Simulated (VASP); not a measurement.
# Sr (P6/mmm) in VASP: further runs

Sr is run at these levels: PBEsol; tasks: single point.

All numbers are computed with VASP 6.6.1; they aren't measurements. Logs are shortened: lines on timing, memory, paths and dates and some standing lists are left out, and cuts for length are marked.

## (1) The cell of the first run

Symmetry: P6/mmm, No. 191, hexagonal system. Conventional cell: a = 10.343 Å, b = 10.343 Å, c = 4.560 Å, α = 90.00°, β = 90.00°, γ = 120.00°.

This isn't the form of Sr at room conditions, which is fcc.

## (2) Single point, PBEsol (strained)

INCAR

```
SYSTEM = Sr
PREC = Accurate
ENCUT = 520
EDIFF = 1E-7
ISMEAR = 0
SIGMA = 0.05
LREAL = .False.
LASPH = .True.
NELM = 100
ALGO = Normal
ISIF = 2
LWAVE = .False.
LCHARG = .False.
GGA = PS
NBANDS = 11
```

KPOINTS

```
regular mesh
0
Gamma
  6 6 8
  0 0 0
```

POSCAR

```
Sr
1.0
   10.3429857157      0.0000000000      0.0000000000
   -5.1714928579      8.9572883807      0.0000000000
    0.0000000000      0.0000000000      4.5596253461
Sr
1
Direct
    0.0000000000      0.0000000000      0.0000000000
```

Potentials or basis: VASP PAW PBE potentials, release 64 (Sr_sv).

On the command line:

```bash
$ cat potpaw_PBE.64/Sr_sv/POTCAR > POTCAR
$ mpirun -np 1 vasp_std > vasp.out
```

OUTCAR:

```text
SYSTEM = Sr
   PREC = Accurate
   ENCUT = 520
   EDIFF = 1E-7
   ISMEAR = 0
   LREAL = .False.
   LASPH = .True.
   NELM = 100
   ISIF = 2
   GGA = PS

 ion  position               nearest neighbor table
   1  0.000  0.000  0.000-

  LATTYP: Found a hexagonal cell.
 ALAT       =    10.3429857157
 C/A-ratio  =     0.4408422743

  Lattice vectors:

 A1 = (  10.3429857157,   0.0000000000,   0.0000000000)
 A2 = (  -5.1714928579,   8.9572883807,   0.0000000000)
 A3 = (   0.0000000000,   0.0000000000,   4.5596253461)

Analysis of symmetry for initial positions (statically):
=====================================================================
 Subroutine PRICEL returns:
 Original cell was already a primitive cell.

 Routine SETGRP: Setting up the symmetry group for a
 hexagonal supercell.

 Subroutine GETGRP returns: Found 24 space group operations
 (whereof 24 operations were pure point group operations)
 out of a pool of 24 trial point group operations.

The static configuration has the point symmetry D_6h.

Analysis of symmetry for dynamics (positions and initial velocities):
=====================================================================
 Subroutine PRICEL returns:
 Original cell was already a primitive cell.

 Routine SETGRP: Setting up the symmetry group for a
 hexagonal supercell.

 Subroutine GETGRP returns: Found 24 space group operations
 (whereof 24 operations were pure point group operations)
 out of a pool of 24 trial point group operations.

The dynamic configuration has the point symmetry D_6h.

 Subroutine INISYM returns: Found 24 space group operations
 (whereof 24 operations are pure point group operations),
 and found     1 'primitive' translations

----------------------------------------------------------------------------------------

                                     Primitive cell

  volume of cell :     422.4270

  direct lattice vectors                    reciprocal lattice vectors
    10.342985716  0.000000000  0.000000000     0.096683881  0.055820465  0.000000000
    -5.171492858  8.957288381  0.000000000     0.000000000  0.111640929  0.000000000
     0.000000000  0.000000000  4.559625346     0.000000000  0.000000000  0.219316265

  length of vectors
    10.342985716 10.342985716  4.559625346     0.111640929  0.111640929  0.219316265

  position of ions in fractional coordinates (direct lattice)
     0.000000000  0.000000000  0.000000000

  ion indices of the primitive-cell ions
   primitive index   ion index
                 1           1

----------------------------------------------------------------------------------------

 KPOINTS: regular mesh

Automatic generation of k-mesh.
 Grid dimensions read from file:
 generate k-points for:    6    6    8

 Generating k-lattice:

  Cartesian coordinates                     Fractional coordinates (reciprocal lattice)
     0.016113980  0.009303411  0.000000000     0.166666667 -0.000000000  0.000000000
     0.000000000  0.018606822  0.000000000     0.000000000  0.166666667  0.000000000
     0.000000000  0.000000000  0.027414533     0.000000000  0.000000000  0.125000000

  Length of vectors
     0.018606822  0.018606822  0.027414533

  Shift w.r.t. Gamma in fractional coordinates (k-lattice)
     0.000000000  0.000000000  0.000000000

 Subroutine IBZKPT returns following result:
 ===========================================

 Found     35 irreducible k-points:

 Following reciprocal coordinates:
            Coordinates               Weight
  0.000000  0.000000  0.000000      1.000000
  0.166667 -0.000000  0.000000      6.000000
  0.333333 -0.000000  0.000000      6.000000
  0.500000  0.000000  0.000000      3.000000
  0.166667  0.166667  0.000000      6.000000
  0.333333  0.166667  0.000000     12.000000
[... 16 lines left out ...]
  0.166667 -0.000000  0.375000     12.000000
  0.333333 -0.000000  0.375000     12.000000
 [... further k-points ...]
   k-points           NKPTS =     35   k-points in BZ     NKDIM =     35   number of bands    NBANDS=     11
   number of dos      NEDOS =    301   number of ions     NIONS =      1
   total plane-waves  NPLWV = 230400
   dimension x,y,z NGX =    80 NGY =   80 NGZ =   36
   dimension x,y,z NGXF=   160 NGYF=  160 NGZF=   72
   ions per type =               1
   NGX,Y,Z   is equivalent  to a cutoff of  12.86, 12.86, 13.13 a.u.
   NGXF,Y,Z  is equivalent  to a cutoff of  25.72, 25.72, 26.25 a.u.
 SYSTEM =  Sr
   PREC   = accura    normal or accurate (medium, high low for compatibility)
   ISTART =      0    job   : 0-new  1-cont  2-samecut
   ICHARG =      2    charge: 1-file 2-atom 10-const
   ISPIN  =      1    spin polarized calculation?
   LNONCOLLINEAR =      F non collinear calculations
   LSORBIT =      F    spin-orbit coupling
   LASPH  =      T    aspherical Exc in radial PAW
   ENCUT  =  520.0 eV  38.22 Ry    6.18 a.u.  19.23 19.23  8.48*2*pi/ulx,y,z
   NELM   =    100;   NELMIN=  2; NELMDL= -5     # of ELM steps
   EDIFF  = 0.1E-06   stopping-criterion for ELM
   LREAL  =      F    real-space projection
   EDIFFG = 0.1E-05   stopping-criterion for IOM
   NSW    =      0    number of steps for IOM
   IBRION =     -1    ionic relax: 0-MD 1-quasi-New 2-CG
   NFREE  =      0    steps in history (QN), initial steepest desc. (CG)
   ISIF   =      2    stress and relaxation
   ISYM   =      2    0-nonsym 1-usesym 2-fastsym
   POTIM  = 0.5000    time-step for ionic-motion
   TEBEG  =    0.0;   TEEND  =   0.0 temperature during run
   PSTRESS=    0.0 pullay stress
   NELECT =      10.0000    total number of electrons
   NUPDOWN=      -1.0000    fix difference up-down
   EMIN   =  10.00;   EMAX   =-10.00  energy-range for DOS
   EFERMI =   0.00;   METHOD = LEGACY
   ISMEAR =     0;   SIGMA  =   0.05  broadening in eV -4-tet -1-fermi 0-gaus
   EFERMI_NEDOS =   21; number of points for ismear=-14 and -15
   IALGO  =     38    algorithm
   IMIX   =      4    mixing-type and parameters
     AMIX     =   0.40;   BMIX     =  1.00
     AMIX_MAG =   1.60;   BMIX_MAG =  1.00
  volume/ion in A,a.u.               =     422.43      2850.68
  Fermi-wavevector in a.u.,A,eV,Ry     =   0.470065  0.888293  3.006354  0.220961
  Thomas-Fermi vector in A             =   1.461951
   LORBIT       =      0    0 simple, 1 ext, 2 COOP (PROOUT), +10 PAW based schemes
   GGA     = PS    functional components
   LHFCALC =     F    Hartree Fock is set to
   AEXX    =    0.0000 exact exchange contribution
   IVDW    =     0    specifies the selected vdW correction
   LEPSILON=     F    determine dielectric tensor
   LRPA    =     F    only Hartree local field effects (RPA)
 non-spin polarized calculation
 Gauss-broadening in eV      SIGMA  =   0.05
  energy-cutoff  :      520.00
  volume of cell :      422.43
 maximum number of plane-waves:     11439
 NGX is ok and might be reduce to    80
   NGX = 39   NGY = 39   NGZ = 17

 number of electron      10.0000000 magnetization

 Free energy of the ion-electron system (eV)
  ---------------------------------------------------
  ext. energy  EPLUGINS =         0.00000000
  ---------------------------------------------------
  free energy    TOTEN  =        -0.30216404 eV

  energy without entropy =       -0.30216404  energy(sigma->0) =       -0.30216404

 E-fermi :  -1.5204     XC(G=0):  -2.3380

 val. band max:       -1.7085707851   @ k =   0.3333   0.3333   0.5000
 cond. band min:      -1.3369178782   @ k =   0.0000   0.0000   0.5000
 fundamental gap:      0.3716529069
 Fermi energy:        -1.5203580251

 k-point     1 :       0.0000    0.0000    0.0000
  band No.  band energies     occupation
      1     -39.8596      2.00000
      2     -21.8385      2.00000
      3     -21.8385      2.00000
      4     -21.7086      2.00000
      5      -3.6088      2.00000
      6      -1.0248      0.00000
      7      -0.9239      0.00000
      8      -0.9239      0.00000
      9      -0.6423      0.00000
     10      -0.6423      0.00000
     11       0.5368      0.00000

 k-point     2 :       0.1667   -0.0000    0.0000
  band No.  band energies     occupation
      1     -39.8596      2.00000
      2     -21.8385      2.00000
      3     -21.8385      2.00000
      4     -21.7086      2.00000
      5      -3.6050      2.00000
      6      -1.0677      0.00000
      7      -0.9415      0.00000
      8      -0.9304      0.00000
      9      -0.6444      0.00000
     10      -0.6228      0.00000
     11       0.5376      0.00000

 k-point     3 :       0.3333   -0.0000    0.0000
  band No.  band energies     occupation
      1     -39.8596      2.00000
      2     -21.8385      2.00000
      3     -21.8385      2.00000
      4     -21.7086      2.00000
      5      -3.5974      2.00000
      6      -1.1472      0.00000
      7      -0.9713      0.00000
      8      -0.9386      0.00000
      9      -0.6518      0.00000
     10      -0.5895      0.00000
     11       0.5366      0.00000

 k-point     4 :       0.5000    0.0000    0.0000
  band No.  band energies     occupation
      1     -39.8596      2.00000
      2     -21.8385      2.00000
      3     -21.8385      2.00000
      4     -21.7086      2.00000
      5      -3.5935      2.00000
      6      -1.1835      0.00000
      7      -0.9844      0.00000
      8      -0.9419      0.00000
      9      -0.6562      0.00000
     10      -0.5748      0.00000
     11       0.5364      0.00000

 k-point     5 :       0.1667    0.1667    0.0000
  band No.  band energies     occupation
      1     -39.8596      2.00000
      2     -21.8385      2.00000
      3     -21.8385      2.00000
      4     -21.7086      2.00000
      5      -3.5993      2.00000
      6      -1.1201      0.00000
      7      -0.9858      0.00000
      8      -0.9284      0.00000
      9      -0.6375      0.00000
     10      -0.6046      0.00000
     11       0.5368      0.00000
[... 211 lines left out ...]
 k-point    21 :       0.3333    0.3333    0.2500
  band No.  band energies     occupation
      1     -39.8588      2.00000
      2     -21.8365      2.00000
      3     -21.8365      2.00000
      4     -21.7320      2.00000
      5      -2.9894      2.00000
      6      -1.0436      0.00000
      7      -1.0436      0.00000
      8      -0.7158      0.00000
      9      -0.4109      0.00000
     10      -0.4109      0.00000
     11       0.3166      0.00000

 k-point    22 :       0.0000    0.0000    0.3750
  band No.  band energies     occupation
      1     -39.8582      2.00000
      2     -21.8350      2.00000
      3     -21.8350      2.00000
      4     -21.7484      2.00000
      5      -2.3487      2.00000
      6      -1.0230      0.00000
      7      -1.0230      0.00000
      8      -0.8690      0.00000
      9      -0.2581      0.00000
     10      -0.2581      0.00000
     11       0.6201      0.00000

 k-point    23 :       0.1667   -0.0000    0.3750
  band No.  band energies     occupation
      1     -39.8582      2.00000
      2     -21.8350      2.00000
      3     -21.8350      2.00000
      4     -21.7484      2.00000
      5      -2.3431      2.00000
      6      -1.0335      0.00000
      7      -1.0254      0.00000
      8      -0.8651      0.00000
      9      -0.2598      0.00000
     10      -0.2513      0.00000
     11       0.5221      0.00000

 k-point    24 :       0.3333   -0.0000    0.3750
  band No.  band energies     occupation
      1     -39.8582      2.00000
      2     -21.8350      2.00000
      3     -21.8350      2.00000
      4     -21.7484      2.00000
      5      -2.3317      2.00000
      6      -1.0546      0.00000
      7      -1.0302      0.00000
      8      -0.8569      0.00000
      9      -0.2627      0.00000
     10      -0.2372      0.00000
     11       0.3871      0.00000

 [... further k-points ...]

------------------------ aborting loop because EDIFF is reached ----------------------------------------

  FORCE on cell =-STRESS in cart. coord.  units (eV):
  Direction    XX          YY          ZZ          XY          YZ          ZX
  --------------------------------------------------------------------------------------
  -------------------------------------------------------------------------------------
  Total       -0.0071204     -0.0071204     -0.1618730      0.0000000     -0.0000000     -0.0000000
  in kB       -0.0270061     -0.0270061     -0.6139504      0.0000000     -0.0000000     -0.0000000
  external PRESSURE =      -0.2226542 kB  Pullay stress =       0.0000000 kB

 VOLUME and BASIS-vectors are now :
 -----------------------------------------------------------------------------
  energy-cutoff  :      520.00
  volume of cell :      422.43
      direct lattice vectors                 reciprocal lattice vectors
    10.342985716  0.000000000  0.000000000     0.096683881  0.055820465  0.000000000
    -5.171492858  8.957288381  0.000000000     0.000000000  0.111640929  0.000000000
     0.000000000  0.000000000  4.559625346     0.000000000  0.000000000  0.219316265

 POSITION                                       TOTAL-FORCE (eV/Angst)
 -----------------------------------------------------------------------------------
      0.00000      0.00000      0.00000         0.000000      0.000000      0.000000
 -----------------------------------------------------------------------------------
    total drift:                               -0.000000      0.000000     -0.000000

  FREE ENERGIE OF THE ION-ELECTRON SYSTEM (eV)
  ---------------------------------------------------
  free  energy   TOTEN  =        -0.3021640438 eV

  energy  without entropy=       -0.3021640420  energy(sigma->0) =       -0.30216404
```

Wall time 2.9 min (1 thread of Intel Xeon Platinum 8259CL at 2.50GHz (Skylake/Cascade Lake), shared host); peak memory 0.56 GiB.

What came out:

- Free energy: -0.3022 eV
- Pressure: 0.0 GPa
- Band gap on the k mesh: 0.37 eV (least direct gap 0.39 eV)

Caveat: the cell differs from its parent crystal (strained); the PAW data sets were made with another functional, which shifts forces and pressure a little.

## (3) Single point, PBEsol (strained)

INCAR

```
ALGO = Normal
EDIFF = 1E-6
ENCUT = 520
GGA = PS
ISIF = 2
ISMEAR = 0
LASPH = T
LCHARG = F
LREAL = F
LWAVE = F
NBANDS = 11
NELM = 60
PREC = Accurate
SIGMA = 0.05
```

KPOINTS

```
k-points
0
Gamma
  6 6 8
```

POSCAR

```
Sr
1.0
   10.6661319130      0.0000000000      0.0000000000
   -5.3330659565      9.2371411967      0.0000000000
    0.0000000000      0.0000000000      4.3580668542
Sr
1
Direct
    0.0000000000      0.0000000000      0.0000000000
```

Potentials or basis: VASP PAW PBE potentials, release 64 (Sr_sv).

On the command line:

```bash
$ cat potpaw_PBE.64/Sr_sv/POTCAR > POTCAR
$ mpirun -np 1 vasp_std > vasp.out
```

Wall time 3 min (1 thread of Intel Xeon Platinum 8259CL at 2.50GHz (Skylake/Cascade Lake), shared host); peak memory 0.56 GiB.

Results (log left out):

```
Free energy : -0.2980 eV
Pressure    : 0.0 GPa
```

Stress tensor (GPa, compression positive):
```
0.00 0.00 0.00
0.00 0.00 0.00
0.00 0.00 0.14
```

Levels at points of the mesh, in eV from the Fermi level:
| k point | band 1 | band 2 | band 3 | band 4 | band 5 | band 6 | band 7 | band 8 | band 9 | band 10 |
| --- | --- | --- | --- | --- | --- | --- | --- | --- | --- | --- |
| (0.00, 0.00, 0.00) | -38.36 | -20.35 | -20.35 | -20.19 | -2.29 | 0.35 | 0.42 | 0.42 | 0.76 | 0.76 |
| (0.50, 0.00, 0.00) | -38.36 | -20.35 | -20.35 | -20.19 | -2.27 | 0.21 | 0.37 | 0.42 | 0.75 | 0.82 |
| (0.00, 0.00, 0.50) | -38.36 | -20.34 | -20.34 | -20.27 | -0.17 | 0.15 | 0.29 | 0.29 | 1.33 | 1.33 |
| (0.50, 0.00, 0.50) | -38.36 | -20.34 | -20.34 | -20.27 | -0.15 | 0.16 | 0.27 | 0.28 | 1.33 | 1.34 |

Caveat: the cell differs from its parent crystal (strained); the PAW data sets were made with another functional, which shifts forces and pressure a little.

## (4) Single point, PBEsol (strained)

INCAR

```
PREC     = Accurate       # precision mode
ENCUT    = 520            # plane-wave cutoff, eV
EDIFF    = 1E-6           # SCF threshold, eV
ISMEAR   = 0              # smearing method
SIGMA    = 0.05           # smearing width, eV
LREAL    = F              # projectors in reciprocal space
LASPH    = T              # aspherical terms in the spheres
NELM     = 60             # most SCF steps
ALGO     = Normal         # electronic algorithm
ISIF     = 2              # what is computed and relaxed
LWAVE    = F              # write WAVECAR
LCHARG   = F              # write CHGCAR
GGA      = PS             # functional
NBANDS   = 11             # bands
```

KPOINTS

```
regular mesh
0
Gamma
  6 6 8
```

POSCAR

```
Sr
1.0
   11.3676920863      0.0000000000      0.0000000000
   -5.6838460432      9.8447101291      0.0000000000
    0.0000000000      0.0000000000      4.7066715283
Sr
1
Direct
    0.0000000000      0.0000000000      0.0000000000
```

On the command line:

```bash
$ cat potpaw_PBE.64/Sr_sv/POTCAR > POTCAR
$ mpirun -np 1 vasp_std > vasp.out
```

It took 3.9 min on 1 thread of Intel Xeon Platinum 8259CL at 2.50GHz (Skylake/Cascade Lake), shared host; peak memory 0.7 GiB.

The run converged. Its results:

* Free energy: -0.2921 eV
* Pressure: 0.0 GPa
* Band gap on the k mesh: 0.46 eV (least direct gap 0.47 eV)

Stress tensor (GPa, compression positive):
```
 0.00  0.00  0.00
 0.00  0.00  0.00
 0.00  0.00 -0.13
```

Levels at points of the mesh, in eV from the valence-band top:
| k point | band 2 | band 3 | band 4 | band 5 | band 6 | band 7 | band 8 | band 9 |
| --- | --- | --- | --- | --- | --- | --- | --- | --- |
| (0.00, 0.00, 0.00) | -20.07 | -20.07 | -19.96 | -1.72 | 0.85 | 0.86 | 0.86 | 1.19 |
| (0.50, 0.00, 0.00) | -20.07 | -20.07 | -19.96 | -1.72 | 0.72 | 0.83 | 0.89 | 1.18 |
| (0.00, 0.00, 0.50) | -20.07 | -20.07 | -19.99 | -0.01 | 0.46 | 0.79 | 0.79 | 1.58 |
| (0.50, 0.00, 0.50) | -20.07 | -20.07 | -19.99 | 0.00 | 0.47 | 0.79 | 0.79 | 1.58 |

Caveat: the cell differs from its parent crystal (strained); the PAW data sets were made with another functional, which shifts forces and pressure a little.

## (5) The runs side by side

```tsv
cell	gap on the mesh (eV)	pressure (GPa)
a = 10.343, b = 10.343, c = 4.560 Å, angles 90.0, 90.0, 120.0°, 1 atom	0.37	0.0
a = 10.666, b = 10.666, c = 4.358 Å, angles 90.0, 90.0, 120.0°, 1 atom	-	0.0
a = 11.368, b = 11.368, c = 4.707 Å, angles 90.0, 90.0, 120.0°, 1 atom	0.46	0.0
```

Alike in all rows: task single point; level PBEsol; potentials or basis VASP PAW PBE potentials, release 64 (Sr_sv); no spin polarisation; k mesh 6 × 6 × 8; cutoff (eV) 520; smearing gaussian 0.05 eV.

Caveats: the PAW data sets were made with another functional, which shifts forces and pressure a little.

Total energies depend on the potentials used, so only differences within one code and one set of settings carry meaning.
